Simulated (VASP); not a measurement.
# Al2Cu (Fm-3m) in VASP: further runs, part 2 of 2

VASP 6.6.1.

## Step 4: Single point, PBEsol

This run uses another cell than the first one, of 13.25 Å³/atom.

Input file INCAR:

```
PREC = Accurate
ENCUT = 520
EDIFF = 1E-6
ISMEAR = 0
SIGMA = 0.1
LREAL = False
LASPH = True
NELM = 60
ALGO = Normal
ISIF = 2
LWAVE = False
LCHARG = False
GGA = PS
NBANDS = 16
```

Input file KPOINTS:

```
regular mesh
0
Gamma
  16 16 16
```

Input file POSCAR:

```
Al2Cu
1.0
   -1.9153547321      1.9153547321      2.7087206389
    1.9153547321     -1.9153547321      2.7087206389
    1.9153547321      1.9153547321     -2.7087206389
Al Cu
2 1
Direct
    0.7500000000      0.2500000000      0.5000000000
    0.2500000000      0.7500000000      0.5000000000
    0.5000000000      0.5000000000      0.0000000000
```

Potentials or basis: VASP PAW PBE potentials, release 64 (Al, Cu).

Command:

```console
$ cat potpaw_PBE.64/Al/POTCAR potpaw_PBE.64/Cu/POTCAR > POTCAR
$ mpirun -np 1 vasp_std > vasp.out
```

OUTCAR:

```text
PREC = Accurate
   ENCUT = 520
   EDIFF = 1E-6
   ISMEAR = 0
   LREAL = False
   LASPH = True
   NELM = 60
   ISIF = 2
   GGA = PS

 ion  position               nearest neighbor table
   1  0.750  0.250  0.500-   3 2.35   3 2.35   3 2.35   3 2.35   2 2.71   2 2.71   2 2.71   2 2.71
                             2 2.71   2 2.71
   2  0.250  0.750  0.500-   3 2.35   3 2.35   3 2.35   3 2.35   1 2.71   1 2.71   1 2.71   1 2.71
                             1 2.71   1 2.71
   3  0.500  0.500  0.000-   2 2.35   1 2.35   1 2.35   2 2.35   1 2.35   2 2.35   2 2.35   1 2.35

  LATTYP: Found a face centered cubic cell.
 ALAT       =     5.4174412778

  Lattice vectors:

 A1 = (   1.9153547321,  -1.9153547321,  -2.7087206389)
 A2 = (   1.9153547321,   1.9153547321,  -2.7087206389)
 A3 = (   3.8307094642,   0.0000000000,   0.0000000000)

Analysis of symmetry for initial positions (statically):
=====================================================================
 Subroutine PRICEL returns:
 Original cell was already a primitive cell.

 Routine SETGRP: Setting up the symmetry group for a
 face centered cubic supercell.

 Subroutine GETGRP returns: Found 48 space group operations
 (whereof 48 operations were pure point group operations)
 out of a pool of 48 trial point group operations.

The static configuration has the point symmetry O_h .

Analysis of symmetry for dynamics (positions and initial velocities):
=====================================================================
 Subroutine PRICEL returns:
 Original cell was already a primitive cell.

 Routine SETGRP: Setting up the symmetry group for a
 face centered cubic supercell.

 Subroutine GETGRP returns: Found 48 space group operations
 (whereof 48 operations were pure point group operations)
 out of a pool of 48 trial point group operations.
[... 119 lines left out ...]
   EFERMI_NEDOS =   21; number of points for ismear=-14 and -15
   IALGO  =     38    algorithm
   IMIX   =      4    mixing-type and parameters
     AMIX     =   0.40;   BMIX     =  1.00
     AMIX_MAG =   1.60;   BMIX_MAG =  1.00
  volume/ion in A,a.u.               =      13.25        89.41
  Fermi-wavevector in a.u.,A,eV,Ry     =   1.233437  2.330858 20.699448  1.521366
  Thomas-Fermi vector in A             =   2.368167
   LORBIT       =      0    0 simple, 1 ext, 2 COOP (PROOUT), +10 PAW based schemes
   GGA     = PS    functional components
   LHFCALC =     F    Hartree Fock is set to
   AEXX    =    0.0000 exact exchange contribution
   IVDW    =     0    specifies the selected vdW correction
   LEPSILON=     F    determine dielectric tensor
   LRPA    =     F    only Hartree local field effects (RPA)
 non-spin polarized calculation
 Gauss-broadening in eV      SIGMA  =   0.10
  energy-cutoff  :      520.00
  volume of cell :       39.75
 maximum number of plane-waves:      1090
   NGX = 15   NGY = 15   NGZ = 15

 number of electron      16.9999989 magnetization

 Free energy of the ion-electron system (eV)
  ---------------------------------------------------
  ext. energy  EPLUGINS =         0.00000000
  ---------------------------------------------------
  free energy    TOTEN  =       -12.51812726 eV

  energy without entropy =      -12.51436369  energy(sigma->0) =      -12.51624548

 E-fermi :   8.9227     XC(G=0): -11.3524

 val. band max:        8.9177106115   @ k =  -0.3125   0.1250   0.0000
 cond. band min:       8.9297600283   @ k =   0.2500   0.1875   0.0625
 fundamental gap:      0.0120494168
 Fermi energy:         8.9227331913

 k-point     1 :       0.0000    0.0000    0.0000
  band No.  band energies     occupation
      1      -2.4886      2.00000
      2       3.5711      2.00000
      3       3.5711      2.00000
      4       3.5711      2.00000
      5       4.2251      2.00000
      6       4.2251      2.00000
[... 433 lines left out ...]
      3       3.5844      2.00000
      4       3.5844      2.00000
      5       4.2085      2.00000
      6       4.2335      2.00000
[... 8 lines left out ...]
     15      16.8900      0.00000
     16      16.8900      0.00000

 [... further k-points ...]

------------------------ aborting loop because EDIFF is reached ----------------------------------------

  FORCE on cell =-STRESS in cart. coord.  units (eV):
  Direction    XX          YY          ZZ          XY          YZ          ZX
  --------------------------------------------------------------------------------------
  -------------------------------------------------------------------------------------
  Total        6.2409172      6.2409172      6.2409172     -0.0000000      0.0000000      0.0000000
  in kB      251.5569729    251.5569729    251.5569729     -0.0000000      0.0000000      0.0000000
  external PRESSURE =     251.5569729 kB  Pullay stress =       0.0000000 kB

 VOLUME and BASIS-vectors are now :
 -----------------------------------------------------------------------------
  energy-cutoff  :      520.00
  volume of cell :       39.75
      direct lattice vectors                 reciprocal lattice vectors
    -1.915354732  1.915354732  2.708720639     0.000000000  0.261048250  0.184588987
     1.915354732 -1.915354732  2.708720639     0.261048250  0.000000000  0.184588987
     1.915354732  1.915354732 -2.708720639     0.261048250  0.261048250  0.000000000

 POSITION                                       TOTAL-FORCE (eV/Angst)
 -----------------------------------------------------------------------------------
      0.00000      1.91535      1.35436         0.000000     -0.000000      0.000000
      1.91535      0.00000      1.35436        -0.000000      0.000000     -0.000000
      0.00000      0.00000      2.70872         0.000000     -0.000000     -0.000000
 -----------------------------------------------------------------------------------
    total drift:                                0.000000     -0.000000      0.000000

  FREE ENERGIE OF THE ION-ELECTRON SYSTEM (eV)
  ---------------------------------------------------
  free  energy   TOTEN  =       -12.5181272622 eV

  energy  without entropy=      -12.5143636945  energy(sigma->0) =      -12.51624548
```

OSZICAR:

```text
N       E                     dE             d eps       ncg     rms          rms(c)
DAV:   1     0.639422663667E+02    0.63942E+02   -0.70006E+03  4680   0.119E+03
DAV:   2    -0.127214620439E+02   -0.76664E+02   -0.67808E+02  5072   0.212E+02
DAV:   3    -0.154323059944E+02   -0.27108E+01   -0.26697E+01  6136   0.446E+01
DAV:   4    -0.154878224628E+02   -0.55516E-01   -0.55499E-01  5608   0.551E+00
DAV:   5    -0.154901644591E+02   -0.23420E-02   -0.23419E-02  6976   0.122E+00    0.166E+01
DAV:   6    -0.172829405472E+02   -0.17928E+01   -0.47229E+01  5288   0.234E+02    0.124E+01
DAV:   7    -0.126678728423E+02    0.46151E+01   -0.11800E+01  5856   0.866E+01    0.201E+00
DAV:   8    -0.125766649702E+02    0.91208E-01   -0.12045E+00  6592   0.309E+01    0.215E+00
DAV:   9    -0.125175270847E+02    0.59138E-01   -0.19463E-01  6176   0.130E+01    0.226E-01
DAV:  10    -0.125196201785E+02   -0.20931E-02   -0.79624E-03  7472   0.189E+00    0.260E-01
DAV:  11    -0.125181308277E+02    0.14894E-02   -0.46083E-03  6112   0.242E+00    0.441E-02
DAV:  12    -0.125181322999E+02   -0.14721E-05   -0.24683E-04  7080   0.216E-01    0.169E-02
DAV:  13    -0.125181277379E+02    0.45620E-05   -0.88374E-06  6624   0.985E-02    0.543E-03
DAV:  14    -0.125181272622E+02    0.47574E-06   -0.11969E-06  3104   0.336E-02
   1 F= -.12518127E+02 E0= -.12516245E+02  d E =-.376357E-02
```

Wall time 2.2 min (1 thread of Intel Xeon 8259CL, shared host); peak memory 0.22 GiB.

What came out:

```yaml
Free_energy: -12.5181 eV
Pressure: 25.2 GPa
Band_gap_on_the_k_mesh: zero (an odd number of electrons rules out a gap without spin polarisation)
```

Levels at points of the mesh, in eV from the Fermi level:
| k point | band 7 | band 8 | band 9 | band 10 | band 11 | band 12 |
| --- | --- | --- | --- | --- | --- | --- |
| (0.00, 0.00, 0.00) | 2.92 | 2.92 | 2.92 | 3.55 | 3.55 | 3.55 |
| (0.50, 0.00, 0.00) | -4.58 | 0.62 | 0.62 | 3.30 | 3.30 | 4.97 |
| (0.50, 0.50, 0.00) | -4.28 | -2.30 | -2.30 | 1.08 | 1.41 | 9.50 |

Caveat: the cell stands under pressure; the PAW data sets were made with another functional, which shifts forces and pressure a little.

## Step 5: Summary

```csv
cell,gap on the mesh (eV),pressure (GPa)
"a = 3.565 Å, angles 120.0, 120.0, 90.0°, 3 atoms",none,90.2
"a = 3.703 Å, angles 120.0, 120.0, 90.0°, 3 atoms",none,50.2
"a = 3.831 Å, angles 120.0, 120.0, 90.0°, 3 atoms",none,25.2
```

Alike in all rows: task single point; level PBEsol; potentials or basis VASP PAW PBE potentials, release 64 (Al, Cu); no spin polarisation; k mesh 16 × 16 × 16; cutoff (eV) 520; smearing gaussian 0.1 eV.

Caveats: the cell stands under pressure; the PAW data sets were made with another functional, which shifts forces and pressure a little.

Absolute energies hang on the potentials; compare differences alone.
